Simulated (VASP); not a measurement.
# SnSe2 (P-3m1) in VASP: settings compared, part 2 of 2

VASP 6.6.1. Earlier steps stand in the parts before.

## 4. Relaxation of cell and atoms, revPBE+D3(BJ)

This run uses another cell than the first one, of 25.73 Å³/atom.

INCAR reads:

```
PREC = Accurate
ENCUT = 600
EDIFF = 1E-6
ISMEAR = -1
SIGMA = 0.05
LREAL = F
LASPH = T
NELM = 60
ALGO = Normal
ISIF = 3
LWAVE = F
LCHARG = F
GGA = RE
IVDW = 12
IBRION = 2
NSW = 60
EDIFFG = -0.01
```

KPOINTS reads:

```
regular mesh
0
Gamma
  8 8 5
```

POSCAR reads:

```
SnSe2
1.0
    3.8110000000      0.0000000000      0.0000000000
   -1.9055000000      3.3004228138      0.0000000000
    0.0000000000      0.0000000000      6.1360000000
Sn Se
1 2
Direct
    0.0000000000      0.0000000000      0.0000000000
    0.6666666667      0.3333333333      0.7510000000
    0.3333333333      0.6666666667      0.2490000000
```

Command:

```console
cat potpaw_PBE.64/Sn_d/POTCAR potpaw_PBE.64/Se/POTCAR > POTCAR
mpirun -np 1 vasp_std > vasp.out
```

Wall time 14 min (1 thread of Intel Xeon 8259CL, shared host); peak memory 0.26 GiB.

Results (log left out):

| Item | Value |
| --- | --- |
| Free energy | -12.9885 eV |
| Relaxed volume | 24.78 Å³/atom |
| Relaxed cell | a = 3.828 Å, b = 3.828 Å, c = 5.859 Å, α = 90.00°, β = 90.00°, γ = 120.00° |
| Space group after relaxing (to 0.1 Å) | P-3m1 (No. 164) |
| Energy gained by relaxing | 28.0 meV/atom |
| Ionic steps | 14 |
| Pressure after relaxing | 0.0 GPa |
| Largest force after relaxing | 0.010 eV/Å |
| Band gap on the k mesh | 0.39 eV (least direct gap 0.79 eV) |
| Dispersion energy per atom | -0.724 eV |

Forces on the atoms (eV/Å):
```
Sn   0.000  0.000  0.000
Se   0.000  0.000 -0.010
Se   0.000  0.000  0.010
```

Step by step:
```
step  energy change (eV)  largest force (eV/Å)  pressure (GPa)  volume (Å³)
   1              0.0000                0.8588            2.45        77.18
   2             -0.0232                0.1383           -2.65        81.65
   3             -0.0418                0.2366           -0.80        79.80
   4             -0.0519                0.1743           -0.53        78.83
   5             -0.0580                0.0760           -0.07        77.36
   6             -0.0662                0.0963            0.10        76.59
   7             -0.0796                0.1540            0.84        74.28
   8             -0.0834                0.0170           -0.26        74.86
   9             -0.0835                0.0006           -0.14        74.80
  10             -0.0835                0.0024           -0.18        74.81
  11             -0.0837                0.0029           -0.16        74.67
  12             -0.0839                0.0031           -0.12        74.47
  13             -0.0839                0.0173            0.10        74.28
  14             -0.0839                0.0099            0.01        74.35
```

Final structure:
```cif
data_structure
_symmetry_space_group_name_H-M 'P 1'
_symmetry_Int_Tables_number 1
_cell_length_a 3.8278
_cell_length_b 3.8278
_cell_length_c 5.8593
_cell_angle_alpha 90.000
_cell_angle_beta 90.000
_cell_angle_gamma 120.000
_cell_volume 74.35
loop_
_atom_site_label
_atom_site_type_symbol
_atom_site_fract_x
_atom_site_fract_y
_atom_site_fract_z
_atom_site_occupancy
Sn1 Sn 0.00000 0.00000 0.00000 1
Se1 Se 0.66667 0.33333 0.72820 1
Se2 Se 0.33333 0.66667 0.27180 1
```

Levels at points of the mesh, in eV from the valence-band top:
| k point | band 9 | band 10 | band 11 | band 12 | band 13 | band 14 | band 15 | band 16 | band 17 |
| --- | --- | --- | --- | --- | --- | --- | --- | --- | --- |
| (0.00, 0.00, 0.00) | -0.84 | -0.84 | -0.74 | -0.74 | -0.11 | 0.68 | 2.89 | 4.45 | 4.45 |
| (0.50, 0.00, 0.00) | -4.45 | -3.50 | -2.86 | -1.95 | -0.45 | 1.15 | 3.44 | 4.71 | 4.83 |

Caveat: the PAW data sets were made with another functional, which shifts forces and pressure a little; spin-orbit coupling is left out, which moves the levels of the heavy elements; an odd mesh through Γ misses points on the zone boundary, where band edges can lie.

## 5. Relaxation of cell and atoms, revPBE+D4

This run uses another cell than the first one, of 25.73 Å³/atom.

INCAR reads:

```
  PREC = Accurate
  ENCUT = 600
  EDIFF = 1E-7
  ISMEAR = -1
  SIGMA = 0.05
  LREAL = False
  LASPH = True
  NELM = 60
  ALGO = Normal
  ISIF = 3
  LWAVE = False
  LCHARG = False
  GGA = RE
  IVDW = 13
  IBRION = 2
  NSW = 60
  EDIFFG = -0.01
```

KPOINTS reads:

```
Automatic mesh
0
Gamma
  8 8 5
```

POSCAR is that of step 4.

Potentials or basis: VASP PAW PBE potentials, release 64 (Sn_d, Se).

Command:

```console
cat potpaw_PBE.64/Sn_d/POTCAR potpaw_PBE.64/Se/POTCAR > POTCAR
mpirun -np 1 vasp_std > vasp.out
```

OUTCAR:

```text
PREC = Accurate
   ENCUT = 600
   EDIFF = 1E-7
   ISMEAR = -1
   LREAL = False
   LASPH = True
   NELM = 60
   ISIF = 3
   GGA = RE
   IVDW = 13
   IBRION = 2
   NSW = 60
   EDIFFG = -0.01

 ion  position               nearest neighbor table
   1  0.000  0.000  0.000-   2 2.68   3 2.68   3 2.68   2 2.68   2 2.68   3 2.68
   2  0.667  0.333  0.751-   1 2.68   1 2.68   1 2.68
   3  0.333  0.667  0.249-   1 2.68   1 2.68   1 2.68

  LATTYP: Found a hexagonal cell.
 ALAT       =     3.8110000000
 C/A-ratio  =     1.6100760955

  Lattice vectors:

 A1 = (   3.8110000000,   0.0000000000,   0.0000000000)
 A2 = (  -1.9055000000,   3.3004228138,   0.0000000000)
 A3 = (   0.0000000000,   0.0000000000,   6.1360000000)

Analysis of symmetry for initial positions (statically):
[... 783 lines left out ...]
  energy  without entropy=      -12.8731200859  energy(sigma->0) =      -12.87313769

[... ionic steps 4 to 14 ...]

--------------------------------------- Ionic step       15  -------------------------------------------

 number of electron      25.9999996 magnetization

------------------------ aborting loop because EDIFF is reached ----------------------------------------
[... 77 lines left out ...]
--------------------------------------- Ionic step       17  -------------------------------------------

 number of electron      25.9999996 magnetization

 Free energy of the ion-electron system (eV)
  ---------------------------------------------------
  ext. energy  EPLUGINS =         0.00000000
  ---------------------------------------------------
  free energy    TOTEN  =       -10.83425667 eV

  energy without entropy =      -10.83392758  energy(sigma->0) =      -10.83409213

 E-fermi :   5.0534     XC(G=0):  -9.5847

 val. band max:        4.8332598644   @ k =   0.1250   0.0000   0.0000
 cond. band min:       5.2729995296   @ k =   0.0000   0.3750   0.4000
 fundamental gap:      0.4397396651
 Fermi energy:         5.0533762375

 k-point     1 :       0.0000    0.0000    0.0000
  band No.  band energies     occupation
      1     -16.6868      2.00000
      2     -16.6868      2.00000
      3     -16.6545      2.00000
      4     -16.6422      2.00000
      5     -16.6422      2.00000
      6      -9.2465      2.00000
[... 505 lines left out ...]
  FREE ENERGIE OF THE ION-ELECTRON SYSTEM (eV)
  ---------------------------------------------------
  free  energy   TOTEN  =       -12.9075936325 eV

  energy  without entropy=      -12.9072645510  energy(sigma->0) =      -12.90742909

 reached required accuracy - stopping structural energy minimisation
```

OSZICAR:

```text
N       E                     dE             d eps       ncg     rms          rms(c)
DAV:   1     0.207383256003E+03    0.20738E+03   -0.13556E+04  1360   0.193E+03
[... 175 lines left out ...]
DAV:   1    -0.108364393451E+02    0.11594E-02   -0.10003E-01  1394   0.267E+00    0.261E-01
DAV:   2    -0.108349231722E+02    0.15162E-02   -0.57562E-03  1672   0.902E-01    0.156E-01
DAV:   3    -0.108342904530E+02    0.63272E-03   -0.13020E-03  1787   0.505E-01    0.522E-02
DAV:   4    -0.108342556147E+02    0.34838E-04   -0.19643E-04  1891   0.159E-01    0.178E-02
DAV:   5    -0.108342560195E+02   -0.40486E-06   -0.22362E-05  2026   0.445E-02    0.783E-03
DAV:   6    -0.108342566290E+02   -0.60946E-06   -0.40660E-06  1522   0.198E-02    0.154E-03
DAV:   7    -0.108342566659E+02   -0.36878E-07   -0.37602E-07  1608   0.668E-03
  17 F= -.12907594E+02 E0= -.12907429E+02  d E =-.316815E-03
```

CONTCAR:

```text
SnSe2
   1.00000000000000
     3.8289407592384972   -0.0000000000000000    0.0000000000000001
    -1.9144703796192486    3.3159599670634425   -0.0000000000000001
     0.0000000000000000    0.0000000000000000    5.8998721070533469
  Sn              Se
     1     2
Direct
     0.0000000000000000    0.0000000000000000    0.0000000000000000
     0.6666666667000030    0.3333333332999970    0.7296880999920322
     0.3333333332999970    0.6666666667000030    0.2703119000079678

  0.00000000E+00  0.00000000E+00  0.00000000E+00
  0.00000000E+00  0.00000000E+00  0.00000000E+00
  0.00000000E+00  0.00000000E+00  0.00000000E+00
```

Run time: 21 min. Hardware: 1 thread of Intel Xeon 8259CL, shared host; peak memory 0.26 GiB.

What came out:

| Item | Value |
| --- | --- |
| Free energy | -12.9076 eV |
| Relaxed volume | 24.97 Å³/atom |
| Relaxed cell | a = 3.829 Å, b = 3.829 Å, c = 5.900 Å, α = 90.00°, β = 90.00°, γ = 120.00° |
| Space group after relaxing (to 0.1 Å) | P-3m1 (No. 164) |
| Energy gained by relaxing | 25.9 meV/atom |
| Ionic steps | 17 |
| Pressure after relaxing | 0.0 GPa |
| Band gap on the k mesh | 0.44 eV (least direct gap 0.83 eV) |
| Dispersion energy per atom | -0.691 eV |

Step by step:
```
step  energy change (eV)  largest force (eV/Å)  pressure (GPa)  volume (Å³)
   1              0.0000                0.8482            2.62        77.18
   2             -0.0218                0.1761           -2.72        81.97
   3             -0.0433                0.2207           -0.72        79.92
   4             -0.0518                0.1597           -0.46        79.05
   5             -0.0562                0.0799           -0.12        77.95
   6             -0.0616                0.1046            0.05        77.34
   7             -0.0716                0.1768            0.67        75.51
   8             -0.0533                0.3038            2.55        71.83
   9             -0.0714                0.2304            1.06        74.79
  10             -0.0735                0.1922            0.86        74.78
  11             -0.0771                0.0821            0.30        74.77
  12             -0.0775                0.0376            0.08        74.76
  13             -0.0775                0.0339            0.06        74.76
  14             -0.0776                0.0280            0.05        74.78
  15             -0.0778                0.0098           -0.01        74.87
  16             -0.0776                0.0266           -0.11        75.03
  17             -0.0778                0.0003           -0.03        74.91
```

Final structure:
```
Sn Se
1.0
     3.82894    0.00000    0.00000
    -1.91447    3.31596    0.00000
     0.00000    0.00000    5.89987
Sn Se
1 2
Cartesian
  0.0000 0.0000 0.0000
  1.9145 1.1053 4.3051
  0.0000 2.2106 1.5948
```

Levels at points of the mesh, in eV from the valence-band top:
```
           k point  band 9  band 10  band 11  band 12  band 13  band 14  band 15  band 16  band 17
(0.00, 0.00, 0.00)   -0.79    -0.79    -0.68    -0.68    -0.11     0.72     2.93     4.48     4.48
(0.50, 0.00, 0.00)   -4.41    -3.42    -2.79    -1.87    -0.42     1.16     3.48     4.78     4.90
```

Caveat: the PAW data sets were made with another functional, which shifts forces and pressure a little; spin-orbit coupling is left out, which moves the levels of the heavy elements; an odd mesh through Γ misses points on the zone boundary, where band edges can lie.

## 6. Single point, LDA

This run uses another cell than the first one, of 24.57 Å³/atom.

INCAR reads:

```
SYSTEM = SnSe2
PREC = Accurate
ENCUT = 520
EDIFF = 1E-6
ISMEAR = -1
SIGMA = 0.05
LREAL = .False.
LASPH = .True.
NELM = 100
ALGO = Normal
ISIF = 2
LWAVE = .False.
LCHARG = .True.
GGA = CA
LELF = .True.
LVHAR = .True.
NBANDS = 20
```

KPOINTS reads:

```
regular mesh
0
Gamma
  8 8 5
  0 0 0
```

POSCAR reads:

```
SnSe2
1.0
    3.8012663477      0.0000000000      0.0000000000
   -1.9006331739      3.2919932237      0.0000000000
    0.0000000000      0.0000000000      5.8902209140
Sn Se
1 2
Direct
    0.0000000000      0.0000000000      0.0000000000
    0.6666666667      0.3333333333      0.7324831186
    0.3333333333      0.6666666667      0.2675168814
```

Potentials or basis: VASP PAW LDA potentials, release 64 (Sn_d, Se).

Command:

```console
cat potpaw_LDA.64/Sn_d/POTCAR potpaw_LDA.64/Se/POTCAR > POTCAR
mpirun -np 1 vasp_std > vasp.out
```

Wall time 26 s (1 thread of Intel Xeon 6975P-C (Granite Rapids), shared host); peak memory 0.19 GiB.

Results (log left out):

```yaml
Free_energy: -13.7921 eV
Pressure: 0.2 GPa
Largest_force: 0.028 eV/Å
Band_gap_on_the_k_mesh: 0.36 eV (least direct gap 0.69 eV)
```

Forces on the atoms (eV/Å):
```
Sn   0.000  0.000  0.000
Se   0.000  0.000 -0.028
Se   0.000  0.000  0.028
```

Levels at points of the mesh, in eV from the valence-band top:
| k point | band 11 | band 12 | band 13 | band 14 | band 15 | band 16 |
| --- | --- | --- | --- | --- | --- | --- |
| (0.00, 0.00, 0.00) | -0.65 | -0.65 | -0.09 | 0.60 | 2.73 | 4.40 |
| (0.50, 0.00, 0.00) | -2.88 | -1.92 | -0.42 | 1.07 | 3.33 | 4.76 |

Caveat: spin-orbit coupling is left out, which moves the levels of the heavy elements; an odd mesh through Γ misses points on the zone boundary, where band edges can lie.

## 7. The runs side by side

```csv
task,level,potentials or basis,cell,cutoff (eV),gap on the mesh (eV),pressure (GPa),relaxed volume (Å³/atom),largest force (eV/Å)
single point,BLYP,"VASP PAW PBE potentials, release 64 (Sn_d, Se)","a = 3.980, b = 3.980, c = 9.262 Å, angles 90.0, 90.0, 120.0°, 3 atoms, atomic positions A",520,0.73,0.1,-,0.02
relaxation of cell and atoms,BLYP,"VASP PAW PBE potentials, release 64 (Sn_d, Se)","relaxed from a = 3.811, b = 3.811, c = 6.136 Å, angles 90.0, 90.0, 120.0°, 3 atoms, atomic positions B",600,0.71,0.0,38.45,-
relaxation of cell and atoms,revPBE+D3(BJ),"VASP PAW PBE potentials, release 64 (Sn_d, Se)","relaxed from a = 3.811, b = 3.811, c = 6.136 Å, angles 90.0, 90.0, 120.0°, 3 atoms, atomic positions B",600,0.39,0.0,24.78,0.01
relaxation of cell and atoms,revPBE+D4,"VASP PAW PBE potentials, release 64 (Sn_d, Se)","relaxed from a = 3.811, b = 3.811, c = 6.136 Å, angles 90.0, 90.0, 120.0°, 3 atoms, atomic positions B",600,0.44,0.0,24.97,-
single point,LDA,"VASP PAW LDA potentials, release 64 (Sn_d, Se)","a = 3.801, b = 3.801, c = 5.890 Å, angles 90.0, 90.0, 120.0°, 3 atoms, atomic positions C",520,0.36,0.2,-,0.03
```

Alike in all rows: no spin polarisation; k mesh 8 × 8 × 5; smearing fermi-dirac 0.05 eV.

Caveats: spin-orbit coupling is left out, which moves the levels of the heavy elements; an odd mesh through Γ misses points on the zone boundary, where band edges can lie; the PAW data sets were made with another functional, which shifts forces and pressure a little (at least some runs); the volume moved by over 15 % at a fixed basis, so the end points are rough (at least some runs); this functional lacks dispersion, which binds the layers, so the pressure and a relaxed spacing across them are unreliable (at least some runs).

Total energies depend on the potentials used, so only differences within one code and one set of settings carry meaning.
